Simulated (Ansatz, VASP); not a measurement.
## One calculation of Ta2N, two programs

File INCAR:

```
SYSTEM = Ta2N
  PREC = Accurate
  ENCUT = 520
  EDIFF = 1E-6
  ISMEAR = 0
  SIGMA = 0.15
  LREAL = .FALSE.
  LASPH = .TRUE.
  NELM = 80
  ALGO = Normal
  ISIF = 2
  LWAVE = .FALSE.
  LCHARG = .TRUE.
  GGA = PE
  LELF = .TRUE.
  LVHAR = .TRUE.
  NBANDS = 50
```

Contents of KPOINTS:

```
regular mesh
0
G
  9 9 8
  0 0 0
```

The input POSCAR:

```
Ta2N
1.0
    5.3869773103      0.0000000000      0.0000000000
   -2.6934886551      4.6652592004      0.0000000000
    0.0000000000      0.0000000000      4.8224220882
Ta N
6 3
Direct
    0.6905948076      0.6905948076      0.7528547364
    0.0000000000      0.3094051924      0.7528547364
    0.3094051924      0.0000000000      0.7528547364
    0.3094051924      0.3094051924      0.2471452636
    0.0000000000      0.6905948076      0.2471452636
    0.6905948076      0.0000000000      0.2471452636
    0.6666666667      0.3333333333      0.5000000000
    0.3333333333      0.6666666667      0.5000000000
    0.0000000000      0.0000000000      0.0000000000
```

Input for Ansatz:

```yaml
crystal:
  lattice:
    - [5.3869773103, 0.0, 0.0]
    - [-2.6934886551, 4.6652592004, 0.0]
    - [0.0, 0.0, 4.8224220882]
  atoms:
    - { symbol: Ta, position: [0.6905948076, 0.6905948076, 0.7528547364] }
    - { symbol: Ta, position: [0.0, 0.3094051924, 0.7528547364] }
    - { symbol: Ta, position: [0.3094051924, 0.0, 0.7528547364] }
    - { symbol: Ta, position: [0.3094051924, 0.3094051924, 0.2471452636] }
    - { symbol: Ta, position: [0.0, 0.6905948076, 0.2471452636] }
    - { symbol: Ta, position: [0.6905948076, 0.0, 0.2471452636] }
    - { symbol: "N", position: [0.6666666667, 0.3333333333, 0.5] }
    - { symbol: "N", position: [0.3333333333, 0.6666666667, 0.5] }
    - { symbol: "N", position: [0.0, 0.0, 0.0] }
basis:
  ecutwfc: 520.0
kpoints:
  mp_grid: { grid: [9, 9, 8] }
hamiltonian:
  xc: pbe
  pseudopotentials: { kind: paw, azcp: { folder: soft_1 } }
scf:
  occupations: { method: gaussian, width: 0.15 }
output:
  forces: true
  stress: true
  eigenvalues: true
```

Alike in both runs: task single point; functional PBE; k mesh 9 × 9 × 8; occupations gaussian, width 0.15 eV; no spin polarisation.

|  | VASP | Ansatz |
| --- | --- | --- |
| version | VASP 6.6.1 | Ansatz 0.2.0 |
| potentials or method | VASP PAW PBE potentials, release 64 (Ta_pv, N), cutoff 520 eV | scalar-relativistic, plane waves, PAW |
| valence electrons in the cell | 81 | 93 |

Ansatz gave:

* gap on the k mesh at the Fermi level (eV): none
* pressure (GPa): 6.0
* traceless stress, the component that is largest in VASP (GPa): 6.19
* rms of the force components (eV/Å): 1.724

Q: Which values does VASP return?

A: gap on the k mesh at the Fermi level (eV): none; pressure (GPa): 6.5; traceless stress, the component that is largest in VASP (GPa): 6.14; rms of the force components (eV/Å): 1.729.

Atom by atom the forces differ by 0.005 eV/Å (rms over components). A gap of «none» marks a metal or a gap that the smearing closes. With one functional, cell and mesh, what is left measures potentials, basis and numerics. VASP's potentials hold 81 valence electrons a cell and Ansatz's 93, so a difference there can come from the potentials and not from the codes.

Neither program's run includes spin-orbit coupling.
